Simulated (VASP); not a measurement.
MgO: single point with PBE

The system is MgO.

```
CELL_PARAMETERS angstrom
3.52061 0.00000 0.00000
-1.76030 3.04894 0.00000
0.00000 0.00000 4.23811
ATOMIC_POSITIONS crystal
Mg 0.66667 0.33333 0.75000
Mg 0.33333 0.66667 0.25000
O 0.66667 0.33333 0.25000
O 0.33333 0.66667 0.75000
```

- Program: VASP 6.6.1
- Task: single point
- Functional: PBE
- Potentials or basis: VASP PAW PBE potentials, release 64 (Mg, O)
- Cutoff: 520 eV
- k mesh: 9 × 9 × 6
- Occupations: gaussian, width 0.01 eV
- Spin: no spin polarisation
- Dipole correction: no
- Further INCAR settings: ALGO = Normal; EDIFF = 1e-06; NBANDS = 16

| Property | Result |
| --- | --- |
| Pressure | -0.5 GPa |
| Band gap on the k mesh | 3.26 eV |

Stress tensor (GPa, compression positive):
```
-0.50  0.00  0.00
 0.00 -0.50  0.00
 0.00  0.00 -0.65
```

Levels at points of the mesh, in eV from the valence-band top:
```
           k point  band 5  band 6  band 7  band 8  band 9  band 10  band 11  band 12
(0.00, 0.00, 0.00)   -1.67   -0.77   -0.77    0.00    3.26     9.19    11.95    12.34
(0.00, 0.00, 0.50)   -1.24   -1.24   -1.24   -1.24    6.28     6.28    12.70    12.70
```

It took 42 s on 1 thread of Intel Xeon 8259CL (shared host), peak memory 0.18 GiB.
